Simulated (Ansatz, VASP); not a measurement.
# TiAl3: VASP beside Ansatz

```
CELL_PARAMETERS angstrom
2.78171 0.00000 0.00000
0.00000 4.58570 0.00000
0.00000 0.00000 4.80070
ATOMIC_POSITIONS crystal
Ti 0.00000 0.50000 0.16592
Al 0.00000 0.00000 0.83590
Al 0.50000 0.00000 0.33091
Al 0.50000 0.50000 0.66727
```

Alike in both runs: task single point; functional PBE; k mesh 9 × 6 × 6; occupations fermi-dirac, width 0.05 eV; no spin polarisation.

|  | VASP | Ansatz |
| --- | --- | --- |
| version | VASP 6.6.1 | Ansatz 0.2.0 |
| potentials or method | VASP PAW PBE potentials, release 64 (Ti_sv, Al) | Ansatz PAW |
| plane-wave cutoff (eV) | 520 | 420 |
| valence electrons in the cell | 21 | 21 |

|  | VASP | Ansatz | Ansatz less VASP |
| --- | --- | --- | --- |
| gap on the k mesh at the Fermi level (eV) | none | none | - |
| pressure (GPa) | 6.9 | 6.9 | +0.05 |
| traceless stress, the component that is largest in VASP (GPa) | -2.25 | -2.24 | +0.011 |
| rms of the force components (eV/Å) | 0.025 | 0.025 | -0.0004 |

Atom by atom the forces differ by 0.001 eV/Å (rms over components). A gap of «none» marks a metal or a gap that the smearing closes.
